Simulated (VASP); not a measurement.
# InSe: single point with r2SCAN50

The system is InSe.

```xyz
4
Lattice="5.8264 -2.0546 0.0000 5.8264 2.0546 0.0000 -1.7232 0.0000 4.7713" Properties=species:S:1:pos:R:3 pbc="T T T"
In   10.2693    0.0000    0.2235
In   -0.3398    0.0000    4.5479
Se    6.5489    0.0000    3.1918
Se    3.3807    0.0000    1.5795
```

| Property | Result |
| --- | --- |
| Program | VASP 6.6.1 |
| Task | single point |
| Functional | r2SCAN50 |
| Potentials or basis | VASP PAW PBE potentials, release 64 (In_d, Se) |
| Cutoff | 520 eV |
| k mesh | 4 × 4 × 3 |
| Occupations | fermi-dirac, width 0.05 eV |
| Spin | no spin polarisation |

| Item | Value |
| --- | --- |
| Pressure | -2.7 GPa |
| Largest force | 0.489 eV/Å |
| Band gap on the k mesh | 4.29 eV (least direct gap 4.38 eV) |

Forces on the atoms (eV/Å):
```
In  -0.227  0.000  0.050
In   0.227  0.000 -0.050
Se   0.045  0.000  0.487
Se  -0.045  0.000 -0.487
```

Stress tensor (GPa, compression positive):
```
-3.04  0.00 -0.19
 0.00 -2.67  0.00
-0.19  0.00 -2.46
```

Levels at points of the mesh, in eV from the valence-band top:
| k point | band 17 | band 18 | band 19 | band 20 | band 21 | band 22 |
| --- | --- | --- | --- | --- | --- | --- |
| (0.00, 0.00, 0.00) | -2.48 | -1.73 | -1.49 | 5.89 | 5.98 | 6.81 |
| (0.50, 0.00, 0.00) | -2.34 | -1.88 | -1.38 | 4.55 | 5.48 | 6.75 |
| (0.50, 0.50, 0.00) | -1.56 | -0.96 | 0.00 | 4.43 | 5.64 | 6.53 |

Wall time 22 min on 1 × NVIDIA H100 80GB with 1 thread of Intel(R) Xeon(R) Platinum 8481C CPU @ 2.70GHz (Sapphire Rapids), on a shared host, peak memory 1.2 GiB.

Caveat: the k points lie up to 0.44 Å⁻¹ apart; the PAW data sets were made with another functional, which shifts forces and pressure a little; spin-orbit coupling is left out, which moves the levels of the heavy elements. A k mesh can miss the band edges.
